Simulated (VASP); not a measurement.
# NaCl (Pm-3m) in VASP: a series of runs

The runs below take NaCl through single point, with PBE+D4, PBE.

Program: VASP 6.6.1. These are calculated values, not measurements. Logs are shortened: lines on timing, memory, paths and dates and some standing lists are left out, and cuts for length are marked.

### 1 The cell of the first run

Symmetry: Pm-3m, No. 221, cubic system. The conventional cell has a = 3.502 Å, b = 3.502 Å, c = 3.502 Å, α = 90.00°, β = 90.00°, γ = 90.00°. Na (site symmetry m-3m) has 8 Cl at 3.03 Å and 6 Na at 3.50 Å within 4.0 Å. Cl (site symmetry m-3m) has 8 Na at 3.03 Å and 6 Cl at 3.50 Å within 4.0 Å.

### 2 Single point, PBE+D4

Contents of INCAR:

```
SYSTEM = NaCl
PREC = Accurate
ENCUT = 520
EDIFF = 1E-6
ISMEAR = -1
SIGMA = 0.051703999572871064
LREAL = .False.
LASPH = .True.
NELM = 80
ALGO = Normal
ISIF = 2
LWAVE = .False.
LCHARG = .False.
GGA = PE
IVDW = 13
ISYM = 0
NBANDS = 14
```

Contents of KPOINTS:

```
regular mesh
0
Gamma
  3 5 3
  0 0 0
```

Contents of POSCAR:

```
NaCl
1.0
    3.5021900000      0.0000000000      0.0000000000
    0.0000000000      3.5021900000      0.0000000000
    0.0000000000      0.0000000000      3.5021900000
Na Cl
1 1
Direct
    0.0000000000      0.0000000000      0.0000000000
    0.5000000000      0.5000000000      0.5000000000
```

Potentials or basis: VASP PAW PBE potentials, release 64 (Na_pv, Cl).

Started as:

```console
> cat potpaw_PBE.64/Na_pv/POTCAR potpaw_PBE.64/Cl/POTCAR > POTCAR
> mpirun -np 1 vasp_std > vasp.out
```

OUTCAR:

```text
SYSTEM = NaCl
   PREC = Accurate
   ENCUT = 520
   EDIFF = 1E-6
   ISMEAR = -1
   LREAL = .False.
   LASPH = .True.
   NELM = 80
   ISIF = 2
   GGA = PE
   IVDW = 13
   ISYM = 0

 ion  position               nearest neighbor table
   1  0.000  0.000  0.000-
   2  0.500  0.500  0.500-

IMPORTANT INFORMATION: All symmetrisations will be switched off!
NOSYMM: (Re-)initialisation of all symmetry stuff for point group C_1.

----------------------------------------------------------------------------------------

                                     Primitive cell

  volume of cell :      42.9555

  direct lattice vectors                    reciprocal lattice vectors
     3.502190000  0.000000000  0.000000000     0.285535622  0.000000000  0.000000000
     0.000000000  3.502190000  0.000000000     0.000000000  0.285535622  0.000000000
     0.000000000  0.000000000  3.502190000     0.000000000  0.000000000  0.285535622

  length of vectors
     3.502190000  3.502190000  3.502190000     0.285535622  0.285535622  0.285535622

  position of ions in fractional coordinates (direct lattice)
     0.000000000  0.000000000  0.000000000
     0.500000000  0.500000000  0.500000000

  ion indices of the primitive-cell ions
   primitive index   ion index
                 1           1
                 2           2

----------------------------------------------------------------------------------------

 KPOINTS: regular mesh

Automatic generation of k-mesh.
 Grid dimensions read from file:
 generate k-points for:    3    5    3

 Generating k-lattice:

  Cartesian coordinates                     Fractional coordinates (reciprocal lattice)
     0.095178541  0.000000000  0.000000000     0.333333333  0.000000000  0.000000000
     0.000000000  0.057107124  0.000000000     0.000000000  0.200000000  0.000000000
     0.000000000  0.000000000  0.095178541     0.000000000  0.000000000  0.333333333

  Length of vectors
     0.095178541  0.057107124  0.095178541

  Shift w.r.t. Gamma in fractional coordinates (k-lattice)
     0.000000000  0.000000000  0.000000000

 -----------------------------------------------------------------------------
|                                                                             |
|           W    W    AA    RRRRR   N    N  II  N    N   GGGG   !!!           |
|           W    W   A  A   R    R  NN   N  II  NN   N  G    G  !!!           |
|           W    W  A    A  R    R  N N  N  II  N N  N  G       !!!           |
|           W WW W  AAAAAA  RRRRR   N  N N  II  N  N N  G  GGG   !            |
|           WW  WW  A    A  R   R   N   NN  II  N   NN  G    G                |
|           W    W  A    A  R    R  N    N  II  N    N   GGGG   !!!           |
|                                                                             |
|     Your reciprocal lattice and k-lattice belong to different lattice       |
|     classes:                                                                |
|                                                                             |
|        The reciprocal lattice is simple cubic,                              |
|        whereas your k-lattice is simple tetragonal.                         |
|                                                                             |
|     Results are often still useful ...                                      |
|                                                                             |
 -----------------------------------------------------------------------------

 WARNING: IBZKPT: internal override: KBLOWUP is changed to .FALSE.
      ... skipping the blow-up phase ...

 Subroutine IBZKPT returns following result:
 ===========================================

 Found     23 irreducible k-points:

 Following reciprocal coordinates:
            Coordinates               Weight
  0.000000  0.000000  0.000000      1.000000
  0.333333  0.000000  0.000000      2.000000
  0.000000  0.200000  0.000000      2.000000
  0.333333  0.200000  0.000000      2.000000
 -0.333333  0.200000  0.000000      2.000000
  0.000000  0.400000  0.000000      2.000000
[... 15 lines left out ...]
  0.333333 -0.200000  0.333333      2.000000
 -0.333333 -0.200000  0.333333      2.000000
   k-points           NKPTS =     23   k-points in BZ     NKDIM =     23   number of bands    NBANDS=     14
   number of dos      NEDOS =    301   number of ions     NIONS =      2
   total plane-waves  NPLWV =  21952
   dimension x,y,z NGX =    28 NGY =   28 NGZ =   28
   dimension x,y,z NGXF=    56 NGYF=   56 NGZF=   56
   ions per type =               1   1
   NGX,Y,Z   is equivalent  to a cutoff of  13.29, 13.29, 13.29 a.u.
   NGXF,Y,Z  is equivalent  to a cutoff of  26.58, 26.58, 26.58 a.u.
 SYSTEM =  NaCl
   PREC   = accura    normal or accurate (medium, high low for compatibility)
   ISTART =      0    job   : 0-new  1-cont  2-samecut
   ICHARG =      2    charge: 1-file 2-atom 10-const
   ISPIN  =      1    spin polarized calculation?
   LNONCOLLINEAR =      F non collinear calculations
   LSORBIT =      F    spin-orbit coupling
   LASPH  =      T    aspherical Exc in radial PAW
   ENCUT  =  520.0 eV  38.22 Ry    6.18 a.u.   6.51  6.51  6.51*2*pi/ulx,y,z
   NELM   =     80;   NELMIN=  2; NELMDL= -5     # of ELM steps
   EDIFF  = 0.1E-05   stopping-criterion for ELM
   LREAL  =      F    real-space projection
   EDIFFG = 0.1E-04   stopping-criterion for IOM
   NSW    =      0    number of steps for IOM
   IBRION =     -1    ionic relax: 0-MD 1-quasi-New 2-CG
   NFREE  =      0    steps in history (QN), initial steepest desc. (CG)
   ISIF   =      2    stress and relaxation
   ISYM   =      0    0-nonsym 1-usesym 2-fastsym
   POTIM  = 0.5000    time-step for ionic-motion
   TEBEG  =    0.0;   TEEND  =   0.0 temperature during run
   PSTRESS=    0.0 pullay stress
   NELECT =      14.0000    total number of electrons
   NUPDOWN=      -1.0000    fix difference up-down
   EMIN   =  10.00;   EMAX   =-10.00  energy-range for DOS
   EFERMI =   0.00;   METHOD = LEGACY
   ISMEAR =    -1;   SIGMA  =   0.05  broadening in eV -4-tet -1-fermi 0-gaus
   EFERMI_NEDOS =   21; number of points for ismear=-14 and -15
   IALGO  =     38    algorithm
   IMIX   =      4    mixing-type and parameters
     AMIX     =   0.40;   BMIX     =  1.00
     AMIX_MAG =   1.60;   BMIX_MAG =  1.00
  volume/ion in A,a.u.               =      21.48       144.94
  Fermi-wavevector in a.u.,A,eV,Ry     =   1.126621  2.129005 17.269530  1.269275
  Thomas-Fermi vector in A             =   2.263304
   LORBIT       =      0    0 simple, 1 ext, 2 COOP (PROOUT), +10 PAW based schemes
   GGA     = PE    functional components
   LHFCALC =     F    Hartree Fock is set to
   AEXX    =    0.0000 exact exchange contribution
   IVDW    =    13    specifies the selected vdW correction
   LEPSILON=     F    determine dielectric tensor
   LRPA    =     F    only Hartree local field effects (RPA)
 non-spin polarized calculation
  energy-cutoff  :      520.00
  volume of cell :       42.96
 maximum number of plane-waves:      1189
 NGX is ok and might be reduce to    28
   NGX = 13   NGY = 13   NGZ = 13

 number of electron      13.9999982 magnetization

 Free energy of the ion-electron system (eV)
  ---------------------------------------------------
  ext. energy  EPLUGINS =         0.00000000
  ---------------------------------------------------
  free energy    TOTEN  =        -6.43528882 eV

  energy without entropy =       -6.43528882  energy(sigma->0) =       -6.43528882

 E-fermi :   1.6301     XC(G=0):  -8.4250

 val. band max:        0.3594697764   @ k =   0.3333   0.4000   0.0000
 cond. band min:       4.4120937463   @ k =   0.0000   0.0000   0.0000
 fundamental gap:      4.0526239700
 Fermi energy:         1.6300600448

 k-point     1 :       0.0000    0.0000    0.0000
  band No.  band energies     occupation
      1     -21.6624      2.00000
      2     -21.6612      2.00000
      3     -21.6612      2.00000
      4     -12.9234      2.00000
      5      -0.0421      2.00000
      6      -0.0406      2.00000
      7      -0.0406      2.00000
      8       4.4121      0.00000
      9       9.0142      0.00000
     10       9.0185      0.00000
     11      16.1183      0.00000
     12      16.1185      0.00000
     13      16.1202      0.00000
     14      16.3495      0.00000

 k-point     2 :       0.3333    0.0000    0.0000
  band No.  band energies     occupation
      1     -21.6916      2.00000
      2     -21.6596      2.00000
      3     -21.6585      2.00000
      4     -12.6604      2.00000
      5      -2.0090      2.00000
      6       0.1318      2.00000
      7       0.1334      2.00000
      8       6.4264      0.00000
      9       9.6994      0.00000
     10      10.1680      0.00000
     11      12.8206      0.00000
     12      12.8213      0.00000
     13      14.8383      0.00000
     14      16.2989      0.00000

 k-point     3 :       0.0000    0.2000    0.0000
  band No.  band energies     occupation
      1     -21.6764      2.00000
      2     -21.6600      2.00000
      3     -21.6600      2.00000
      4     -12.8059      2.00000
      5      -1.0911      2.00000
      6       0.0378      2.00000
      7       0.0378      2.00000
      8       5.3852      0.00000
      9       9.4524      0.00000
     10       9.6858      0.00000
     11      13.9473      0.00000
     12      13.9473      0.00000
     13      15.4481      0.00000
     14      16.6414      0.00000
[... 307 lines left out ...]
 k-point    22 :       0.3333   -0.2000    0.3333
  band No.  band energies     occupation
      1     -21.6850      2.00000
      2     -21.6833      2.00000
      3     -21.6690      2.00000
      4     -12.3540      2.00000
      5      -1.5108      2.00000
      6      -1.3257      2.00000
      7      -0.4576      2.00000
      8       7.3181      0.00000
      9       9.1632      0.00000
     10       9.8090      0.00000
     11      12.0043      0.00000
     12      13.5258      0.00000
     13      13.9941      0.00000
     14      16.9243      0.00000

 k-point    23 :      -0.3333   -0.2000    0.3333
  band No.  band energies     occupation
      1     -21.6850      2.00000
      2     -21.6833      2.00000
      3     -21.6690      2.00000
      4     -12.3540      2.00000
      5      -1.5108      2.00000
      6      -1.3257      2.00000
      7      -0.4576      2.00000
      8       7.3181      0.00000
      9       9.1632      0.00000
     10       9.8090      0.00000
     11      12.0043      0.00000
     12      13.5258      0.00000
     13      13.9941      0.00000
     14      16.9243      0.00000

------------------------ aborting loop because EDIFF is reached ----------------------------------------

  DFT-D4 for vdW energy calculation

  Edisp (eV):   -0.20252

  FORCE on cell =-STRESS in cart. coord.  units (eV):
  Direction    XX          YY          ZZ          XY          YZ          ZX
  --------------------------------------------------------------------------------------
  -------------------------------------------------------------------------------------
  Total      -0.06216    -0.17712    -0.06216    -0.00000    -0.00000    -0.00000
  in kB      -2.31861    -6.60613    -2.31842    -0.00016    -0.00006    -0.00000
  external pressure =       -3.75 kB  Pullay stress =        0.00 kB

 VOLUME and BASIS-vectors are now :
 -----------------------------------------------------------------------------
  energy-cutoff  :      520.00
  volume of cell :       42.96
      direct lattice vectors                 reciprocal lattice vectors
     3.502190000  0.000000000  0.000000000     0.285535622  0.000000000  0.000000000
     0.000000000  3.502190000  0.000000000     0.000000000  0.285535622  0.000000000
     0.000000000  0.000000000  3.502190000     0.000000000  0.000000000  0.285535622

 POSITION                                       TOTAL-FORCE (eV/Angst)
 -----------------------------------------------------------------------------------
      0.00000      0.00000      0.00000         0.000009      0.000004      0.000001
      1.75110      1.75110      1.75110        -0.000009     -0.000004     -0.000001
 -----------------------------------------------------------------------------------
    total drift:                               -0.000022     -0.000011     -0.000002

  FREE ENERGIE OF THE ION-ELECTRON SYSTEM (eV)
  ---------------------------------------------------
  free  energy   TOTEN  =        -6.6378121141 eV

  energy  without entropy=       -6.6378121141  energy(sigma->0) =       -6.63781211
```

Wall time 7.5 s (1 thread of Intel Xeon Platinum 8488C (Sapphire Rapids), shared host); peak memory 0.15 GiB.

Results:

| Item | Value |
| --- | --- |
| Free energy | -6.6378 eV |
| Pressure | -0.4 GPa |
| Band gap on the k mesh | 4.05 eV, indirect (least direct gap 4.45 eV) |
| Dispersion energy per atom | -0.101 eV |

Levels at points of the mesh, in eV from the valence-band top:
| k point | band 4 | band 5 | band 6 | band 7 | band 8 | band 9 | band 10 | band 11 |
| --- | --- | --- | --- | --- | --- | --- | --- | --- |
| (0.00, 0.00, 0.00) | -13.28 | -0.40 | -0.40 | -0.40 | 4.05 | 8.65 | 8.66 | 15.76 |

Caveat: the k points lie up to 0.60 Å⁻¹ apart. Expect the measured gap to be larger: semilocal functionals such as PBE lack the derivative discontinuity.

### 3 Single point, PBE

Contents of INCAR:

```
  PREC = Accurate
  ENCUT = 520
  EDIFF = 1E-6
  ISMEAR = 1
  SIGMA = 0.06802846561497
  LREAL = False
  LASPH = True
  NELM = 80
  ALGO = Normal
  ISIF = 2
  LWAVE = False
  LCHARG = True
  GGA = PE
  LELF = True
  LVHAR = True
  NBANDS = 14
  ISYM = 0
```

Contents of KPOINTS:

```
Automatic mesh
0
Gamma
  3 1 5
```

POSCAR is that of step 2.

Potentials or basis: VASP PAW PBE potentials, release 64 (Na_pv, Cl).

Started as:

```console
> cat potpaw_PBE.64/Na_pv/POTCAR potpaw_PBE.64/Cl/POTCAR > POTCAR
> mpirun -np 1 vasp_std > vasp.out
```

It took 11 s on 1 thread of Intel Xeon Platinum 8375C at 2.90GHz (Ice Lake), shared host; peak memory 0.14 GiB.

The run converged, but its numbers aren't listed here, since they failed a check.

Caveat: the k points lie up to 1.79 Å⁻¹ apart.

### 4 Single point, PBE

Contents of INCAR:

```
  PREC = Accurate
  ENCUT = 520
  EDIFF = 1E-7
  ISMEAR = 0
  SIGMA = 0.1
  LREAL = False
  LASPH = True
  NELM = 60
  ALGO = Normal
  ISIF = 2
  LWAVE = False
  LCHARG = False
  GGA = PE
  NBANDS = 14
```

Contents of KPOINTS:

```
regular mesh
0
Gamma
  4 4 4
```

POSCAR is that of step 3.

Started as:

```console
> cat potpaw_PBE.64/Na_pv/POTCAR potpaw_PBE.64/Cl/POTCAR > POTCAR
> mpirun -np 1 vasp_std > vasp.out
```

It took 11 s on 1 thread of Intel Xeon Platinum 8375C at 2.90GHz (Ice Lake), shared host; peak memory 0.14 GiB.

Results (log left out):

| Item | Value |
| --- | --- |
| Free energy | -6.4601 eV |
| Pressure | 0.2 GPa |
| Band gap on the k mesh | 3.97 eV, indirect (least direct gap 4.46 eV) |

Levels at points of the mesh, in eV from the valence-band top:
| k point | band 5 | band 6 | band 7 | band 8 | band 9 | band 10 |
| --- | --- | --- | --- | --- | --- | --- |
| (0.00, 0.00, 0.00) | -0.49 | -0.49 | -0.49 | 3.97 | 8.57 | 8.57 |
| (0.50, 0.00, 0.00) | -2.94 | -0.26 | -0.26 | 6.92 | 8.56 | 10.51 |
| (0.50, 0.50, 0.00) | -2.26 | -2.26 | 0.00 | 5.53 | 9.88 | 11.02 |
| (0.50, 0.50, 0.50) | -1.85 | -1.85 | -1.85 | 7.11 | 7.11 | 7.11 |

Caveat: the k points lie up to 0.45 Å⁻¹ apart. A hybrid or GW would open this gap; PBE tends to underestimate it.

### 5 Single point, PBE+D4

Contents of INCAR:

```
PREC = Accurate
ENCUT = 520
EDIFF = 1E-7
ISMEAR = 0
SIGMA = 0.1
LREAL = F
LASPH = T
NELM = 60
ALGO = Normal
ISIF = 2
LWAVE = F
LCHARG = F
GGA = PE
IVDW = 13
NBANDS = 14
```

KPOINTS is that of step 4.

POSCAR is that of step 4.

Started as:

```console
> cat potpaw_PBE.64/Na_pv/POTCAR potpaw_PBE.64/Cl/POTCAR > POTCAR
> mpirun -np 1 vasp_std > vasp.out
```

Wall time 12 s (1 thread of Intel Xeon Platinum 8375C at 2.90GHz (Ice Lake), shared host); peak memory 0.14 GiB.

It converged, with:

* Free energy: -6.6627 eV
* Pressure: -0.6 GPa
* Band gap on the k mesh: 3.97 eV, indirect (least direct gap 4.46 eV)
* Dispersion energy per atom: -0.101 eV

Levels at points of the mesh, in eV from the valence-band top:
| k point | band 3 | band 4 | band 5 | band 6 | band 7 | band 8 | band 9 | band 10 | band 11 | band 12 |
| --- | --- | --- | --- | --- | --- | --- | --- | --- | --- | --- |
| (0.00, 0.00, 0.00) | -22.09 | -13.38 | -0.49 | -0.49 | -0.49 | 3.97 | 8.57 | 8.57 | 15.68 | 15.68 |
| (0.50, 0.00, 0.00) | -22.09 | -13.02 | -2.94 | -0.26 | -0.26 | 6.92 | 8.56 | 10.51 | 11.84 | 11.84 |
| (0.50, 0.50, 0.00) | -22.08 | -12.75 | -2.26 | -2.26 | 0.00 | 5.53 | 9.88 | 11.02 | 11.02 | 12.60 |
| (0.50, 0.50, 0.50) | -22.12 | -12.48 | -1.85 | -1.85 | -1.85 | 7.11 | 7.11 | 7.11 | 11.64 | 15.88 |

Caveat: the k points lie up to 0.45 Å⁻¹ apart. A k mesh can miss the band edges.

### 6 Summary

```tsv
level	k mesh	smearing	gap on the mesh (eV)	pressure (GPa)
PBE+D4	3 × 5 × 3	fermi-dirac 0.051704 eV	4.05	-0.4
PBE	4 × 4 × 4	gaussian 0.1 eV	3.97	0.2
PBE+D4	4 × 4 × 4	gaussian 0.1 eV	3.97	-0.6
```

Alike in all rows: task single point; potentials or basis VASP PAW PBE potentials, release 64 (Na_pv, Cl); no spin polarisation; cell as given; cutoff (eV) 520.

Caveats: all runs use coarse meshes.

Absolute energies hang on the potentials; compare differences alone.
